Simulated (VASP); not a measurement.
# NbAl2 in VASP: notebook, part 2 of 2

VASP 6.6.1.

### Step 3. Single point, PBE

This run uses another cell than the first one: it holds 3 atoms, not 6.

INCAR reads:

```
ALGO     = Fast           # electronic algorithm
EDIFF    = 1E-7           # SCF threshold, eV
ENCUT    = 520            # plane-wave cutoff, eV
GGA      = PE             # functional
ISIF     = 2              # what is computed and relaxed
ISMEAR   = 0              # smearing method
LASPH    = T              # aspherical terms in the spheres
LCHARG   = T              # write CHGCAR
LELF     = T              # ELF
LREAL    = F              # projectors in reciprocal space
LVHAR    = T            
LWAVE    = F              # write WAVECAR
NBANDS   = 16             # bands
NELM     = 80             # most SCF steps
PREC     = Accurate       # precision mode
SIGMA    = 0.1            # smearing width, eV
```

KPOINTS reads:

```
k-points
0
Gamma
  10 10 16
```

POSCAR reads:

```
NbAl2
1.0
    4.8021414982      0.0000000000      0.0000000000
    0.0000000000      4.8021414982      0.0000000000
    0.0000000000      0.0000000000      2.7829917736
Al Nb
2 1
Direct
    0.5000000000      0.0000000000      0.0000000000
    0.0000000000      0.5000000000      0.0000000000
    0.0000000000      0.0000000000      0.5000000000
```

Potentials or basis: VASP PAW PBE potentials, release 64 (Al, Nb_sv).

On the command line:

```bash
cat potpaw_PBE.64/Al/POTCAR potpaw_PBE.64/Nb_sv/POTCAR > POTCAR
mpirun -np 1 vasp_std > vasp.out
```

OUTCAR:

```text
EDIFF = 1E-7
   ENCUT = 520
   GGA = PE
   ISIF = 2
   ISMEAR = 0
   LASPH = T
   LREAL = F
   NELM = 80
   PREC = Accurate

 ion  position               nearest neighbor table
   1  0.500  0.000  0.000-   3 2.78   3 2.78   3 2.78   3 2.78
   2  0.000  0.500  0.000-   3 2.78   3 2.78   3 2.78   3 2.78
   3  0.000  0.000  0.500-   1 2.78   2 2.78   1 2.78   2 2.78   2 2.78   2 2.78   1 2.78   1 2.78

  LATTYP: Found a simple tetragonal cell.
 ALAT       =     4.8021414982
 C/A-ratio  =     0.5795313975

  Lattice vectors:

 A1 = (   4.8021414982,   0.0000000000,   0.0000000000)
 A2 = (   0.0000000000,   4.8021414982,   0.0000000000)
 A3 = (   0.0000000000,   0.0000000000,   2.7829917736)

Analysis of symmetry for initial positions (statically):
=====================================================================
 Subroutine PRICEL returns:
 Original cell was already a primitive cell.

 Routine SETGRP: Setting up the symmetry group for a
 simple tetragonal supercell.
[... 164 lines left out ...]
  ---------------------------------------------------
  ext. energy  EPLUGINS =         0.00000000
  ---------------------------------------------------
  free energy    TOTEN  =       -17.63166838 eV

  energy without entropy =      -17.61875482  energy(sigma->0) =      -17.62521160

 E-fermi :   6.0289     XC(G=0):  -9.7601

 val. band max:        6.0216416366   @ k =   0.5000   0.3000   0.1875
 cond. band min:       6.0360810993   @ k =   0.3000   0.0000   0.0625
 fundamental gap:      0.0144394627
 Fermi energy:         6.0288710368

 k-point     1 :       0.0000    0.0000    0.0000
  band No.  band energies     occupation
      1     -48.2241      2.00000
      2     -24.3790      2.00000
      3     -24.3790      2.00000
      4     -23.6264      2.00000
      5      -1.8773      2.00000
      6       1.1575      2.00000
[... 433 lines left out ...]
      3     -24.3734      2.00000
      4     -23.6735      2.00000
      5      -1.5315      2.00000
      6       1.0612      2.00000
[... 8 lines left out ...]
     15      10.8140      0.00000
     16      11.3185      0.00000

 [... further k-points ...]
[... 5 lines left out ...]
  --------------------------------------------------------------------------------------
  -------------------------------------------------------------------------------------
  Total       -0.0382749     -0.0382749     -0.0750766      0.0000000      0.0000000      0.0000000
  in kB       -0.9555269     -0.9555269     -1.8742750      0.0000000      0.0000000      0.0000000
  external PRESSURE =      -1.2617763 kB  Pullay stress =       0.0000000 kB

 VOLUME and BASIS-vectors are now :
 -----------------------------------------------------------------------------
  energy-cutoff  :      520.00
  volume of cell :       64.18
      direct lattice vectors                 reciprocal lattice vectors
     4.802141498  0.000000000  0.000000000     0.208240428  0.000000000  0.000000000
     0.000000000  4.802141498  0.000000000     0.000000000  0.208240428  0.000000000
     0.000000000  0.000000000  2.782991774     0.000000000  0.000000000  0.359325532

 POSITION                                       TOTAL-FORCE (eV/Angst)
 -----------------------------------------------------------------------------------
      2.40107      0.00000      0.00000         0.000000      0.000000      0.000000
      0.00000      2.40107      0.00000         0.000000      0.000000      0.000000
      0.00000      0.00000      1.39150         0.000000      0.000000      0.000000
 -----------------------------------------------------------------------------------
    total drift:                                0.000000     -0.000000      0.000000

  FREE ENERGIE OF THE ION-ELECTRON SYSTEM (eV)
  ---------------------------------------------------
  free  energy   TOTEN  =       -17.6316683788 eV

  energy  without entropy=      -17.6187548172  energy(sigma->0) =      -17.62521160
```

stdout:

```text
POSCAR found type information on POSCAR AlNb
 POSCAR found :  2 types and       3 ions
 scaLAPACK will be used
 LDA part: xc-table for (Slater+PW92), standard interpolation
 POSCAR, INCAR and KPOINTS ok, starting setup
[... 21 lines left out ...]
 num prob  num prob  num prob  num prob WARNING in EDDRMM: call to ZHEGV failed, returncode =   6  3      6
 num prob  num prob  num prob  num prob WARNING in EDDRMM: call to ZHEGV failed, returncode =   6  3      8
WARNING in EDDRMM: call to ZHEGV failed, returncode =   8  4     14
 num prob  num prob  num prob  num prob  num prob  num prob  num prob  num prob  num prob  num prob  num prob  num prob  num prob WARNING in EDDRMM: call to ZHEGV failed, returncode =   6  3     12
 num prob  num prob  num prob  num prob WARNING in EDDRMM: call to ZHEGV failed, returncode =   6  3      7
 num prob  num prob  num prob RMM:  22    -0.176316683788E+02   -0.63217E-07   -0.75709E-07  6216   0.496E-03
```

It took 6.1 min on 1 thread of Intel Xeon 8259CL, shared host; peak memory 0.32 GiB.

Results:

- Free energy: -17.6317 eV
- Pressure: -0.1 GPa
- Band gap on the k mesh: zero (an odd number of electrons rules out a gap without spin polarisation)

### Step 4. Relaxation of cell and atoms, PBE

This run uses another cell than the first one: it holds 3 atoms, not 6.

INCAR reads:

```
SYSTEM = NbAl2
  ALGO = Fast
  EDIFF = 1E-7
  EDIFFG = -0.01
  ENCUT = 600
  GGA = PE
  IBRION = 2
  ISIF = 3
  ISMEAR = 0
  LASPH = .True.
  LCHARG = .False.
  LREAL = .False.
  LWAVE = .False.
  NELM = 100
  NSW = 100
  PREC = Accurate
  SIGMA = 0.1
```

KPOINTS reads:

```
k-points
0
Gamma
  10 10 16
  0 0 0
```

POSCAR reads:

```
NbAl2
1.0
    4.7682173465      0.0000000000      0.0000000000
    0.0000000000      4.7682173465      0.0000000000
    0.0000000000      0.0000000000      2.8095637199
Al Nb
2 1
Direct
    0.5000000000      0.0000000000      0.0000000000
    0.0000000000      0.5000000000      0.0000000000
    0.0000000000      0.0000000000      0.5000000000
```

On the command line:

```bash
cat potpaw_PBE.64/Al/POTCAR potpaw_PBE.64/Nb_sv/POTCAR > POTCAR
mpirun -np 1 vasp_std > vasp.out
```

Wall time 28 min (1 thread of Intel Xeon 8259CL, shared host); peak memory 0.37 GiB.

It converged, with:

- Free energy: -17.6317 eV
- Relaxed volume: 21.37 Å³/atom
- Relaxed cell: a = 4.804 Å, b = 4.804 Å, c = 2.778 Å, α = 90.00°, β = 90.00°, γ = 90.00°
- Space group after relaxing (to 0.1 Å): P4/mmm (No. 123)
- Energy gained by relaxing: 0.4 meV/atom
- Ionic steps: 8
- Pressure after relaxing: 0.0 GPa
- Band gap on the k mesh: zero (an odd number of electrons rules out a gap without spin polarisation)

Step by step:
```tsv
step	energy change (eV)	largest force (eV/Å)	pressure (GPa)	volume (Å³)
1	0.0000	0.0000	-0.02	63.88
2	-0.0003	0.0000	0.07	63.86
3	-0.0007	0.0000	0.25	63.81
4	-0.0003	0.0000	0.62	63.71
5	-0.0007	0.0000	0.34	63.79
6	-0.0009	0.0000	0.27	63.85
7	-0.0011	0.0000	0.09	64.04
8	-0.0011	0.0000	0.01	64.11
```

Final structure:
```
CELL_PARAMETERS angstrom
4.80406 0.00000 0.00000
0.00000 4.80406 0.00000
0.00000 0.00000 2.77802
ATOMIC_POSITIONS crystal
Al 0.50000 0.00000 0.00000
Al 0.00000 0.50000 0.00000
Nb 0.00000 0.00000 0.50000
```

Levels at points of the mesh, in eV from the Fermi level:
```
           k point  band 7  band 8  band 9  band 10  band 11  band 12
(0.00, 0.00, 0.00)   -1.98   -1.05   -1.05    -0.24     3.17     3.17
(0.50, 0.00, 0.00)   -2.57   -1.55   -0.91     0.20     1.04     3.04
(0.50, 0.50, 0.00)   -4.21   -3.45   -0.92    -0.83     2.98     3.06
(0.00, 0.00, 0.50)   -2.54   -2.54   -1.96     1.48     1.81     4.73
(0.50, 0.00, 0.50)   -2.41   -1.71   -1.25     0.67     1.00     2.87
(0.50, 0.50, 0.50)   -0.91   -0.91    0.23     0.51     0.68     0.74
```

### Step 5. Summary

```csv
task,cell,k mesh,cutoff (eV),gap on the mesh (eV),pressure (GPa)
single point,"a = 5.534 Å, angles 104.9, 104.9, 119.0°, 6 atoms, atomic positions A",4 × 4 × 4,520,none,0.2
single point,"a = 4.802, b = 4.802, c = 2.783 Å, 3 atoms, atomic positions B",10 × 10 × 16,520,none,-0.1
relaxation of cell and atoms,"relaxed from a = 4.768, b = 4.768, c = 2.810 Å, 3 atoms, atomic positions B",10 × 10 × 16,600,none,0.0
```

Alike in all rows: level PBE; potentials or basis VASP PAW PBE potentials, release 64 (Al, Nb_sv); no spin polarisation; smearing gaussian 0.1 eV.

Caveats: some runs use coarse meshes.

Total energies depend on the potentials used, so only differences within one code and one set of settings carry meaning.
